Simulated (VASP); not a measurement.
# TeW (Fm-3m) in VASP: single point with PBEsol

Aim: the single point of TeW with PBEsol.

Everything below comes from runs of VASP 6.6.1. Logs are shortened: lines on timing, memory, paths and dates and some standing lists are left out, and cuts for length are marked.

**1. The cell of the first run**

The structure is cubic, space group Fm-3m (No. 225). Conventional cell: a = 5.566 Å, b = 5.566 Å, c = 5.566 Å, α = 90.00°, β = 90.00°, γ = 90.00°. W (site symmetry m-3m) has 6 Te at 2.78 Å within 3.7 Å. Te (site symmetry m-3m) has 6 W at 2.78 Å within 3.7 Å.

**2. Single point, PBEsol, collinear spin**

File INCAR:

```
  PREC = Accurate
  ENCUT = 520
  EDIFF = 1E-6
  ISMEAR = 0
  SIGMA = 0.1
  LREAL = False
  LASPH = True
  NELM = 150
  ALGO = Normal
  ISIF = 2
  LWAVE = False
  LCHARG = False
  ISPIN = 2
  MAGMOM = 1 -1 0 0
  LORBIT = 11
  LMAXMIX = 4
  GGA = PS
  NBANDS = 32
```

File KPOINTS:

```
Automatic mesh
0
Gamma
  14 14 7
```

File POSCAR:

```
TeW
1.0
    0.0000000000      2.7828287135      2.7828287135
    5.5656574270      2.7828287135      2.7828287135
    5.5656574270      5.5656574270      0.0000000000
W Te
2 2
Direct
    0.0000000000      1.0000000000      1.0000000000
    0.0000000000      1.0000000000      0.5000000000
    0.5000000000      0.5000000000      0.0000000000
    0.5000000000      0.5000000000      0.5000000000
```

Potentials or basis: VASP PAW PBE potentials, release 64 (W_sv, Te).

The run is started by

```sh
$ cat potpaw_PBE.64/W_sv/POTCAR potpaw_PBE.64/Te/POTCAR > POTCAR
$ mpirun -np 1 vasp_std > vasp.out
```

OUTCAR:

```text
PREC = Accurate
   ENCUT = 520
   EDIFF = 1E-6
   ISMEAR = 0
   LREAL = False
   LASPH = True
   NELM = 150
   ISIF = 2
   ISPIN = 2
   LORBIT = 11
   GGA = PS

 ion  position               nearest neighbor table
   1  0.000  0.000  0.000-   4 2.78   3 2.78   4 2.78   3 2.78   4 2.78   4 2.78
   2  0.000  0.000  0.500-   3 2.78   3 2.78   4 2.78   4 2.78   3 2.78   3 2.78
   3  0.500  0.500  0.000-   2 2.78   1 2.78   2 2.78   1 2.78   2 2.78   2 2.78
   4  0.500  0.500  0.500-   1 2.78   1 2.78   2 2.78   2 2.78   1 2.78   1 2.78

  LATTYP: Found a simple tetragonal cell.
 ALAT       =     3.9355141084
 C/A-ratio  =     1.4142135624

  Lattice vectors:

 A1 = (   0.0000000000,  -2.7828287135,   2.7828287135)
 A2 = (   0.0000000000,  -2.7828287135,  -2.7828287135)
 A3 = (   5.5656574270,   0.0000000000,   0.0000000000)

Analysis of symmetry for initial positions (statically):
=====================================================================
 Subroutine PRICEL returns following result:

  LATTYP: Found a face centered cubic cell.
 ALAT       =     5.5656574270
[... 12 lines left out ...]
 Subroutine GETGRP returns: Found 16 space group operations
 (whereof 16 operations were pure point group operations)
 out of a pool of 16 trial point group operations.

The static configuration has the point symmetry D_4h.

Analysis of symmetry for dynamics (positions and initial velocities):
=====================================================================
 Subroutine PRICEL returns following result:

  LATTYP: Found a face centered cubic cell.
 ALAT       =     5.5656574270
[... 12 lines left out ...]
 Subroutine GETGRP returns: Found 16 space group operations
 (whereof 16 operations were pure point group operations)
 out of a pool of 16 trial point group operations.

The dynamic configuration has the point symmetry D_4h.

Analysis of structural, dynamic, and magnetic symmetry:
=====================================================================
 Subroutine PRICEL returns following result:

  LATTYP: Found a face centered cubic cell.
 ALAT       =     5.5656574270
[... 12 lines left out ...]
 Subroutine GETGRP returns: Found 16 space group operations
 (whereof 16 operations were pure point group operations)
 out of a pool of 16 trial point group operations.

The overall configuration has the point symmetry D_4h.

 Subroutine INISYM returns: Found 16 space group operations
 (whereof 16 operations are pure point group operations),
 and found     2 'primitive' translations

----------------------------------------------------------------------------------------

                                     Primitive cell

  volume of cell :      43.1012

  direct lattice vectors                    reciprocal lattice vectors
    -2.782828714  2.782828713 -0.000000000    -0.179673293  0.179673293 -0.179673293
    -2.782828713  0.000000000  2.782828713    -0.179673293 -0.179673293  0.179673293
     0.000000000  2.782828713  2.782828713     0.179673293  0.179673293  0.179673293

  length of vectors
     3.935514108  3.935514108  3.935514108     0.311203273  0.311203273  0.311203273

  position of ions in fractional coordinates (direct lattice)
     0.000000000  0.000000000  0.000000000
     0.500000000  0.500000000  0.500000000

  ion indices of the primitive-cell ions
   primitive index   ion index
                 1           1
                 2           3

----------------------------------------------------------------------------------------

 KPOINTS: Automatic mesh

Automatic generation of k-mesh.
 Grid dimensions read from file:
 generate k-points for:   14   14    7

 Generating k-lattice:

  Cartesian coordinates                     Fractional coordinates (reciprocal lattice)
    -0.012833807  0.012833807  0.012833807     0.071428571  0.000000000  0.000000000
     0.012833807 -0.012833807  0.012833807     0.000000000  0.071428571  0.000000000
     0.000000000  0.025667613 -0.025667613     0.000000000  0.000000000  0.142857143

  Length of vectors
     0.022228805  0.022228805  0.036299487

  Shift w.r.t. Gamma in fractional coordinates (k-lattice)
     0.000000000  0.000000000  0.000000000

 Subroutine IBZKPT returns following result:
 ===========================================

 Found    144 irreducible k-points:

 Following reciprocal coordinates:
            Coordinates               Weight
  0.000000  0.000000  0.000000      1.000000
  0.071429  0.000000  0.000000      8.000000
  0.142857  0.000000  0.000000      8.000000
  0.214286  0.000000  0.000000      8.000000
  0.285714  0.000000  0.000000      8.000000
  0.357143  0.000000  0.000000      8.000000
[... 16 lines left out ...]
  0.214286  0.142857  0.000000     16.000000
  0.285714  0.142857  0.000000     16.000000
 [... further k-points ...]
   k-points           NKPTS =    144   k-points in BZ     NKDIM =    144   number of bands    NBANDS=     32
   number of dos      NEDOS =    301   number of ions     NIONS =      4
   total plane-waves  NPLWV =  97200
   dimension x,y,z NGX =    30 NGY =   54 NGZ =   60
   dimension x,y,z NGXF=    60 NGYF=  108 NGZF=  120
   ions per type =               2   2
   NGX,Y,Z   is equivalent  to a cutoff of  12.67, 13.17, 12.67 a.u.
   NGXF,Y,Z  is equivalent  to a cutoff of  25.35, 26.34, 25.35 a.u.
 SYSTEM =  unknown system
   PREC   = accura    normal or accurate (medium, high low for compatibility)
   ISTART =      0    job   : 0-new  1-cont  2-samecut
   ICHARG =      2    charge: 1-file 2-atom 10-const
   ISPIN  =      2    spin polarized calculation?
   LNONCOLLINEAR =      F non collinear calculations
   LSORBIT =      F    spin-orbit coupling
   LASPH  =      T    aspherical Exc in radial PAW
   ENCUT  =  520.0 eV  38.22 Ry    6.18 a.u.   7.32 12.67 14.63*2*pi/ulx,y,z
   NELM   =    150;   NELMIN=  2; NELMDL= -5     # of ELM steps
   EDIFF  = 0.1E-05   stopping-criterion for ELM
   LREAL  =      F    real-space projection
[... 7 lines left out ...]
   TEBEG  =    0.0;   TEEND  =   0.0 temperature during run
   PSTRESS=    0.0 pullay stress
   NELECT =      40.0000    total number of electrons
   NUPDOWN=      -1.0000    fix difference up-down
   EMIN   =  10.00;   EMAX   =-10.00  energy-range for DOS
   EFERMI =   0.00;   METHOD = LEGACY
   ISMEAR =     0;   SIGMA  =   0.10  broadening in eV -4-tet -1-fermi 0-gaus
   EFERMI_NEDOS =   21; number of points for ismear=-14 and -15
   IALGO  =     38    algorithm
   IMIX   =      4    mixing-type and parameters
     AMIX     =   0.40;   BMIX     =  1.00
     AMIX_MAG =   1.60;   BMIX_MAG =  1.00
  volume/ion in A,a.u.               =      21.55       145.43
  Fermi-wavevector in a.u.,A,eV,Ry     =   1.267423  2.395083 21.855880  1.606362
  Thomas-Fermi vector in A             =   2.400572
   LORBIT       =     11    0 simple, 1 ext, 2 COOP (PROOUT), +10 PAW based schemes
   GGA     = PS    functional components
   LHFCALC =     F    Hartree Fock is set to
   AEXX    =    0.0000 exact exchange contribution
   IVDW    =     0    specifies the selected vdW correction
   LEPSILON=     F    determine dielectric tensor
   LRPA    =     F    only Hartree local field effects (RPA)
 spin polarized calculation
 Gauss-broadening in eV      SIGMA  =   0.10
  energy-cutoff  :      520.00
  volume of cell :       86.20
 maximum number of plane-waves:      2373
 NGX is ok and might be reduce to    30
   NGX = 15   NGY = 25   NGZ = 29

 number of electron      40.0000002 magnetization      -0.0000000

 number of electron      40.0000002 magnetization       0.0000000

 Free energy of the ion-electron system (eV)
  ---------------------------------------------------
  ext. energy  EPLUGINS =         0.00000000
  ---------------------------------------------------
  free energy    TOTEN  =       -28.86486535 eV

  energy without entropy =      -28.84273407  energy(sigma->0) =      -28.85379971

 E-fermi :  10.0263     XC(G=0): -11.5995

 val. band max:       10.0253896295   @ k =   0.0000   0.0000   0.2857
 cond. band min:      10.0378781711   @ k =   0.3571   0.0000   0.0000
 fundamental gap:      0.0124885416
 Fermi energy:        10.0263082090

 spin component 1

 k-point     1 :       0.0000    0.0000    0.0000
  band No.  band energies     occupation
      1     -64.4741      1.00000
      2     -63.8454      1.00000
      3     -28.8887      1.00000
      4     -28.8073      1.00000
      5     -28.8073      1.00000
      6     -28.0149      1.00000
[... 829 lines left out ...]
     31      17.8721      0.00000
     32      18.1068      0.00000

 [... further k-points ...]

 spin component 2

 k-point     1 :       0.0000    0.0000    0.0000
  band No.  band energies     occupation
      1     -64.4741      1.00000
      2     -63.8454      1.00000
      3     -28.8887      1.00000
      4     -28.8073      1.00000
      5     -28.8073      1.00000
      6     -28.0149      1.00000
[... 829 lines left out ...]
     31      17.8721      0.00000
     32      18.1068      0.00000

 [... further k-points ...]

------------------------ aborting loop because EDIFF is reached ----------------------------------------

  FORCE on cell =-STRESS in cart. coord.  units (eV):
  Direction    XX          YY          ZZ          XY          YZ          ZX
  --------------------------------------------------------------------------------------
  -------------------------------------------------------------------------------------
  Total        0.2550338      0.4874857      0.4874857      0.0000000     -0.0000000      0.0000000
  in kB        4.7401162      9.0605186      9.0605186      0.0000000     -0.0000000      0.0000000
  external PRESSURE =       7.6203845 kB  Pullay stress =       0.0000000 kB

 VOLUME and BASIS-vectors are now :
 -----------------------------------------------------------------------------
  energy-cutoff  :      520.00
  volume of cell :       86.20
      direct lattice vectors                 reciprocal lattice vectors
     0.000000000  2.782828713  2.782828713    -0.179673293  0.179673293  0.179673293
     5.565657427  2.782828713  2.782828713     0.179673293 -0.179673293  0.179673293
     5.565657427  5.565657427  0.000000000     0.000000000  0.179673293 -0.179673293

 POSITION                                       TOTAL-FORCE (eV/Angst)
 -----------------------------------------------------------------------------------
      0.00000      0.00000      0.00000         0.000000     -0.000000     -0.000000
      2.78283      2.78283      0.00000        -0.000000     -0.000000      0.000000
      2.78283      2.78283      2.78283         0.000000      0.000000      0.000000
      5.56566      5.56566      2.78283         0.000000      0.000000     -0.000000
 -----------------------------------------------------------------------------------
    total drift:                               -0.000000      0.000000      0.000000

  FREE ENERGIE OF THE ION-ELECTRON SYSTEM (eV)
  ---------------------------------------------------
  free  energy   TOTEN  =       -28.8648653531 eV

  energy  without entropy=      -28.8427340749  energy(sigma->0) =      -28.85379971

 total charge

# of ion       s       p       d       tot
------------------------------------------
    1        2.340   6.128   3.493  11.961
    2        2.340   6.128   3.493  11.961
    3        1.329   2.010   0.144   3.482
    4        1.329   2.010   0.144   3.482
--------------------------------------------------
tot          7.338  16.275   7.274  30.886

 magnetization (x)

# of ion       s       p       d       tot
------------------------------------------
    1        0.050   0.011   1.361   1.422
    2       -0.050  -0.011  -1.361  -1.422
    3       -0.001   0.000  -0.007  -0.007
    4        0.001  -0.000   0.007   0.007
--------------------------------------------------
tot          0.000   0.000  -0.000  -0.000
```

It took 38 min on 1 thread of Oxide Virtual Turin-like, shared host; peak memory 0.73 GiB.

Results:

```yaml
Free_energy: -28.8649 eV
Pressure: 0.8 GPa
Band_gap_on_the_k_mesh: zero (filled and empty bands overlap)
Net_moment: 0.00 μB per cell
Site_moments: W +1.42, -1.42; Te -0.01, +0.01 μB
Valence_electrons_inside_the_program's_atomic_spheres: W 11.96; Te 3.48
```

Stress tensor (GPa, compression positive):
```
0.47 0.00 0.00
0.00 0.91 0.00
0.00 0.00 0.91
```

Caveat: the PAW data sets were made with another functional, which shifts forces and pressure a little; spin-orbit coupling is left out, which moves the levels of the heavy elements.
